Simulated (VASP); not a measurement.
# TiAl3 (Pm) in VASP: single point with PBE

Aim: the single point of TiAl3 with PBE.

All numbers are computed with VASP 6.6.1; they aren't measurements. Logs are shortened: lines on timing, memory, paths and dates and some standing lists are left out, and cuts for length are marked.

### 1 The cell of the first run

The structure is monoclinic, space group Pm (No. 6). Conventional cell: a = 4.765 Å, b = 2.897 Å, c = 4.994 Å, α = 90.00°, β = 92.25°, γ = 90.00°. Within 3.4 Å of Ti (site symmetry m) lie 10 Al at 2.55 to 3.05 Å and 2 Ti at 2.90 Å. Al (site symmetry m) has 4 Ti at 2.79 to 3.02 Å and 8 Al at 2.81 to 3.11 Å within 3.7 Å. Al (site symmetry m) has 8 Al at 2.71 to 3.07 Å and 4 Ti at 2.82 to 3.05 Å within 3.6 Å. Al (site symmetry m) has 2 Ti at 2.55 to 2.94 Å and 10 Al at 2.71 to 3.11 Å within 3.4 Å.

### 2 Single point, PBE (strained and its atoms moved)

INCAR reads:

```
SYSTEM = TiAl3
PREC = Accurate
ENCUT = 520
EDIFF = 1E-6
ISMEAR = 0
SIGMA = 0.1
LREAL = .False.
LASPH = .True.
NELM = 100
ALGO = Fast
ISIF = 2
LWAVE = .False.
LCHARG = .False.
GGA = PE
NBANDS = 18
```

KPOINTS reads:

```
Automatic mesh
0
Gamma
  14 10 10
  0 0 0
```

POSCAR reads:

```
TiAl3
1.0
    2.8967829045      0.0000000000      0.0000000000
    0.0000000000      4.7642628107      0.0936252800
    0.0000000000      0.0980148400      4.9933170164
Ti Al
1 3
Direct
    0.0000000000      0.5351163577      0.1394395431
    0.5000000000      0.4680635167      0.6694614201
    0.5000000000     -0.0018989121      0.3245347429
    0.0000000000     -0.0012809624      0.8665632939
```

Potentials or basis: VASP PAW PBE potentials, release 64 (Ti_sv, Al).

Started as:

```console
cat potpaw_PBE.64/Ti_sv/POTCAR potpaw_PBE.64/Al/POTCAR > POTCAR
mpirun -np 1 vasp_std > vasp.out
```

OUTCAR:

```text
SYSTEM = TiAl3
   PREC = Accurate
   ENCUT = 520
   EDIFF = 1E-6
   ISMEAR = 0
   LREAL = .False.
   LASPH = .True.
   NELM = 100
   ISIF = 2
   GGA = PE

 ion  position               nearest neighbor table
   1  0.000  0.535  0.139-   4 2.55   2 2.79   2 2.79   3 2.82   3 2.82   4 2.94   2 3.02   2 3.02
                             3 3.05   3 3.05
   2  0.500  0.468  0.669-   1 2.79   1 2.79   4 2.81   4 2.81   3 2.88   3 3.00   1 3.02   1 3.02
                             4 3.11   4 3.11
   3  0.500  0.998  0.325-   4 2.71   4 2.71   1 2.82   1 2.82   2 2.88   2 3.00   1 3.05   1 3.05
                             4 3.07   4 3.07
   4  0.000  0.999  0.867-   1 2.55   3 2.71   3 2.71   2 2.81   2 2.81   1 2.94   3 3.07   3 3.07
                             2 3.11   2 3.11

  LATTYP: Found a simple monoclinic cell.
 ALAT       =     4.7651826641
 B/A-ratio  =     0.6079059521
 C/A-ratio  =     1.0480771153
 COS(beta)  =    -0.0392656353

  Lattice vectors:

 A1 = (   0.0000000000,   4.7642628107,   0.0936252800)
 A2 = (   2.8967829045,   0.0000000000,   0.0000000000)
 A3 = (   0.0000000000,  -0.0980148400,  -4.9933170164)

Analysis of symmetry for initial positions (statically):
=====================================================================
 Subroutine PRICEL returns:
 Original cell was already a primitive cell.

 Routine SETGRP: Setting up the symmetry group for a
 simple monoclinic supercell.

 Subroutine GETGRP returns: Found  2 space group operations
 (whereof  2 operations were pure point group operations)
 out of a pool of  4 trial point group operations.

The static configuration has the point symmetry C_1h.

Analysis of symmetry for dynamics (positions and initial velocities):
=====================================================================
 Subroutine PRICEL returns:
 Original cell was already a primitive cell.

 Routine SETGRP: Setting up the symmetry group for a
 simple monoclinic supercell.

 Subroutine GETGRP returns: Found  2 space group operations
 (whereof  2 operations were pure point group operations)
 out of a pool of  4 trial point group operations.

The dynamic configuration has the point symmetry C_1h.

 Subroutine INISYM returns: Found  2 space group operations
 (whereof  2 operations are pure point group operations),
 and found     1 'primitive' translations

----------------------------------------------------------------------------------------

                                     Primitive cell

  volume of cell :      68.8864

  direct lattice vectors                    reciprocal lattice vectors
     2.896782905  0.000000000  0.000000000     0.345210543  0.000000000  0.000000000
     0.000000000  4.764262811  0.093625280     0.000000000  0.209977059 -0.004121683
     0.000000000  0.098014840  4.993317016     0.000000000 -0.003937094  0.200344959

  length of vectors
     2.896782905  4.765182664  4.994278900     0.345210543  0.210017508  0.200383640

  position of ions in fractional coordinates (direct lattice)
     0.000000000  0.535116358  0.139439543
     0.500000000  0.468063517  0.669461420
     0.500000000  0.998101088  0.324534743
     0.000000000  0.998719038  0.866563294

  ion indices of the primitive-cell ions
   primitive index   ion index
                 1           1
                 2           2
                 3           3
                 4           4

----------------------------------------------------------------------------------------

 KPOINTS: Automatic mesh

Automatic generation of k-mesh.
 Grid dimensions read from file:
 generate k-points for:   14   10   10

 Generating k-lattice:

  Cartesian coordinates                     Fractional coordinates (reciprocal lattice)
     0.024657896  0.000000000  0.000000000     0.071428571  0.000000000  0.000000000
     0.000000000  0.020997706 -0.000412168     0.000000000  0.100000000  0.000000000
     0.000000000 -0.000393709  0.020034496     0.000000000  0.000000000  0.100000000

  Length of vectors
     0.024657896  0.021001751  0.020038364

  Shift w.r.t. Gamma in fractional coordinates (k-lattice)
     0.000000000  0.000000000  0.000000000

 Subroutine IBZKPT returns following result:
 ===========================================

 Found    416 irreducible k-points:

 Following reciprocal coordinates:
            Coordinates               Weight
  0.000000  0.000000  0.000000      1.000000
  0.071429  0.000000  0.000000      2.000000
  0.142857  0.000000  0.000000      2.000000
  0.214286  0.000000  0.000000      2.000000
  0.285714  0.000000  0.000000      2.000000
  0.357143  0.000000  0.000000      2.000000
[... 16 lines left out ...]
  0.428571  0.200000  0.000000      4.000000
  0.500000  0.200000  0.000000      2.000000
 [... further k-points ...]
   k-points           NKPTS =    416   k-points in BZ     NKDIM =    416   number of bands    NBANDS=     18
   number of dos      NEDOS =    301   number of ions     NIONS =      4
   total plane-waves  NPLWV =  34560
   dimension x,y,z NGX =    24 NGY =   36 NGZ =   40
   dimension x,y,z NGXF=    48 NGYF=   72 NGZF=   80
   ions per type =               1   3
   NGX,Y,Z   is equivalent  to a cutoff of  13.77, 12.56, 13.31 a.u.
   NGXF,Y,Z  is equivalent  to a cutoff of  27.55, 25.12, 26.63 a.u.
 SYSTEM =  TiAl3
   PREC   = accura    normal or accurate (medium, high low for compatibility)
   ISTART =      0    job   : 0-new  1-cont  2-samecut
   ICHARG =      2    charge: 1-file 2-atom 10-const
   ISPIN  =      1    spin polarized calculation?
   LNONCOLLINEAR =      F non collinear calculations
   LSORBIT =      F    spin-orbit coupling
   LASPH  =      T    aspherical Exc in radial PAW
   ENCUT  =  520.0 eV  38.22 Ry    6.18 a.u.   5.39  8.86  9.29*2*pi/ulx,y,z
   NELM   =    100;   NELMIN=  2; NELMDL= -5     # of ELM steps
   EDIFF  = 0.1E-05   stopping-criterion for ELM
   LREAL  =      F    real-space projection
[... 7 lines left out ...]
   TEBEG  =    0.0;   TEEND  =   0.0 temperature during run
   PSTRESS=    0.0 pullay stress
   NELECT =      21.0000    total number of electrons
   NUPDOWN=      -1.0000    fix difference up-down
   EMIN   =  10.00;   EMAX   =-10.00  energy-range for DOS
   EFERMI =   0.00;   METHOD = LEGACY
   ISMEAR =     0;   SIGMA  =   0.10  broadening in eV -4-tet -1-fermi 0-gaus
   EFERMI_NEDOS =   21; number of points for ismear=-14 and -15
   IALGO  =     68    algorithm
   IMIX   =      4    mixing-type and parameters
     AMIX     =   0.40;   BMIX     =  1.00
     AMIX_MAG =   1.60;   BMIX_MAG =  1.00
  volume/ion in A,a.u.               =      17.22       116.22
  Fermi-wavevector in a.u.,A,eV,Ry     =   1.101802  2.082104 16.517030  1.213967
  Thomas-Fermi vector in A             =   2.238235
   LORBIT       =      0    0 simple, 1 ext, 2 COOP (PROOUT), +10 PAW based schemes
   GGA     = PE    functional components
   LHFCALC =     F    Hartree Fock is set to
   AEXX    =    0.0000 exact exchange contribution
   IVDW    =     0    specifies the selected vdW correction
   LEPSILON=     F    determine dielectric tensor
   LRPA    =     F    only Hartree local field effects (RPA)
 non-spin polarized calculation
 RMM-DIIS sequential band-by-band and
 Gauss-broadening in eV      SIGMA  =   0.10
  energy-cutoff  :      520.00
  volume of cell :       68.89
 maximum number of plane-waves:      1882
 NGX is ok and might be reduce to    24
   NGX = 11   NGY = 17   NGZ = 19

 number of electron      21.0000004 magnetization

 Free energy of the ion-electron system (eV)
  ---------------------------------------------------
  ext. energy  EPLUGINS =         0.00000000
  ---------------------------------------------------
  free energy    TOTEN  =       -19.66380556 eV

  energy without entropy =      -19.64795617  energy(sigma->0) =      -19.65588086

 E-fermi :   7.4654     XC(G=0): -10.3939

 val. band max:        7.4633665127   @ k =   0.1429   0.5000   0.4000
 cond. band min:       7.4673123407   @ k =   0.5000   0.0000   0.0000
 fundamental gap:      0.0039458279
 Fermi energy:         7.4653549338

 k-point     1 :       0.0000    0.0000    0.0000
  band No.  band energies     occupation
      1     -49.0933      2.00000
      2     -25.4396      2.00000
      3     -25.3961      2.00000
      4     -25.0927      2.00000
      5      -2.3105      2.00000
      6       2.3394      2.00000
[... 10 lines left out ...]
     17      13.1004      0.00000
     18      13.7349      0.00000

 k-point     2 :       0.0714    0.0000    0.0000
  band No.  band energies     occupation
      1     -49.0912      2.00000
      2     -25.4374      2.00000
      3     -25.3940      2.00000
      4     -25.1111      2.00000
      5      -2.2189      2.00000
      6       2.4215      2.00000
[... 10 lines left out ...]
     17      12.7558      0.00000
     18      13.2700      0.00000

 k-point     3 :       0.1429    0.0000    0.0000
  band No.  band energies     occupation
      1     -49.0854      2.00000
      2     -25.4315      2.00000
      3     -25.3881      2.00000
      4     -25.1624      2.00000
      5      -1.9453      2.00000
      6       2.6665      2.00000
[... 10 lines left out ...]
     17      11.8544      0.00000
     18      13.2657      0.00000

 k-point     4 :       0.2143    0.0000    0.0000
  band No.  band energies     occupation
      1     -49.0770      2.00000
      2     -25.4228      2.00000
      3     -25.3797      2.00000
      4     -25.2360      2.00000
      5      -1.4925      2.00000
      6       3.0692      2.00000
[... 375 lines left out ...]
      4     -25.3621      2.00000
      5       0.1572      2.00000
      6       3.6305      2.00000
[... 10 lines left out ...]
     17      11.1980      0.00000
     18      11.7909      0.00000

 k-point    23 :       0.4286    0.2000    0.0000
  band No.  band energies     occupation
      1     -49.0533      2.00000
      2     -25.4386      2.00000
      3     -25.3987      2.00000
      4     -25.3562      2.00000
      5       1.1028      2.00000
      6       3.4270      2.00000
[... 10 lines left out ...]
     17      11.2572      0.00000
     18      11.5924      0.00000

 k-point    24 :       0.5000    0.2000    0.0000
  band No.  band energies     occupation
      1     -49.0512      2.00000
      2     -25.4562      2.00000
      3     -25.3965      2.00000
      4     -25.3541      2.00000
      5       2.1080      2.00000
      6       2.2969      2.00000
[... 10 lines left out ...]
     17      11.2656      0.00000
     18      11.9611      0.00000

 [... further k-points ...]
[... 5 lines left out ...]
  --------------------------------------------------------------------------------------
  -------------------------------------------------------------------------------------
  Total       -2.2921200     -0.2792151     -0.6015095      0.0000000     -1.6313614      0.0000000
  in kB      -53.3107390     -6.4940602    -13.9900691      0.0000000    -37.9426374      0.0000000
  external PRESSURE =     -24.5982894 kB  Pullay stress =       0.0000000 kB

 VOLUME and BASIS-vectors are now :
 -----------------------------------------------------------------------------
  energy-cutoff  :      520.00
  volume of cell :       68.89
      direct lattice vectors                 reciprocal lattice vectors
     2.896782905  0.000000000  0.000000000     0.345210543  0.000000000  0.000000000
     0.000000000  4.764262811  0.093625280     0.000000000  0.209977059 -0.004121683
     0.000000000  0.098014840  4.993317016     0.000000000 -0.003937094  0.200344959

 POSITION                                       TOTAL-FORCE (eV/Angst)
 -----------------------------------------------------------------------------------
      0.00000      2.56310      0.74637         0.000000     -1.290531      1.136305
      1.44839      2.29559      3.38666         0.000000      0.421582     -0.562309
      1.44839      4.78703      1.71395         0.000000      0.414435      0.609844
      0.00000      4.84310      4.42053         0.000000      0.454514     -1.183840
 -----------------------------------------------------------------------------------
    total drift:                               -0.000000     -0.002947      0.002890

  FREE ENERGIE OF THE ION-ELECTRON SYSTEM (eV)
  ---------------------------------------------------
  free  energy   TOTEN  =       -19.6638055569 eV

  energy  without entropy=      -19.6479561712  energy(sigma->0) =      -19.65588086
```

Run time: 20 min. Hardware: 1 thread of Intel Xeon Platinum 8259CL at 2.50GHz (Skylake/Cascade Lake), shared host; peak memory 0.56 GiB.

Results:

```
Free energy            : -19.6638 eV
Pressure               : -2.5 GPa
Largest force          : 1.719 eV/Å
Band gap on the k mesh : zero (an odd number of electrons rules out a gap without spin polarisation)
```

Forces on the atoms (eV/Å):
```
Ti   0.000 -1.291  1.136
Al   0.000  0.422 -0.562
Al   0.000  0.414  0.610
Al   0.000  0.455 -1.184
```

Stress tensor (GPa, compression positive):
```
-5.33  0.00  0.00
 0.00 -0.65 -3.79
 0.00 -3.79 -1.40
```

Levels at points of the mesh, in eV from the Fermi level:
```tsv
k point	band 7	band 8	band 9	band 10	band 11	band 12	band 13	band 14	band 15	band 16
(0.00, 0.00, 0.00)	-3.73	-3.20	-2.31	-0.77	-0.30	2.18	2.20	2.28	2.83	3.37
(0.50, 0.00, 0.00)	-2.00	-1.98	-1.65	0.00	0.33	0.86	1.46	1.52	2.26	3.02
(0.00, 0.50, 0.00)	-3.37	-3.19	-1.75	-1.56	-0.19	2.08	2.24	2.39	3.15	4.85
(0.50, 0.50, 0.00)	-3.35	-3.19	-1.56	-0.37	-0.20	0.43	1.16	1.16	3.27	3.38
(0.00, 0.00, 0.50)	-3.03	-2.32	-1.84	-1.15	-0.18	2.11	2.26	2.28	3.34	3.60
(0.50, 0.00, 0.50)	-3.79	-3.72	-1.24	-0.21	0.03	0.61	1.61	2.20	2.95	3.30
(0.00, 0.50, 0.50)	-6.52	-4.67	-0.17	-0.05	0.72	2.09	2.17	3.37	4.90	5.11
(0.50, 0.50, 0.50)	-3.25	-3.02	-2.92	-2.33	-0.87	-0.19	0.98	1.94	2.19	2.44
```

Caveat: the cell differs from its parent crystal (strained and its atoms moved); forces of over 1 eV/Å act on the atoms, so gaps and moduli don't describe the material at rest.
